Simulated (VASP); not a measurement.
Crystal: KZnCl3.

```
CELL_PARAMETERS angstrom
4.90012 0.00000 0.00000
0.00000 4.90012 0.00000
0.00000 0.00000 4.90012
ATOMIC_POSITIONS crystal
K 0.00000 0.00000 0.00000
Zn 0.50000 0.50000 0.50000
Cl 0.50000 0.50000 0.00000
Cl 0.50000 0.00000 0.50000
Cl 0.00000 0.50000 0.50000
```

Base run:

```yaml
Program: VASP 6.6.1
Functional: PBE
Potentials_or_basis: VASP PAW PBE potentials, release 64 (K_sv, Zn, Cl)
Cutoff: 520 eV
k_mesh: 6 × 6 × 6
Occupations: fermi-dirac, width 0.02 eV
Spin: no spin polarisation
```

Its results: band gap on the k mesh 1.62 eV (least direct gap 2.12 eV); pressure 1.7 GPa.

Task: The run is repeated on the same cell with these changes: functional from PBE to r2SCAN; occupations from fermi-dirac, width 0.02 eV to gaussian, width 0.01 eV. What comes out?

Result: Band gap on the k mesh 2.27 eV (least direct gap 2.79 eV); pressure 0.0 GPa.

Caveats: the PAW data sets were made with another functional, which shifts forces and pressure a little (at least some runs).

A k mesh can miss the band edges.
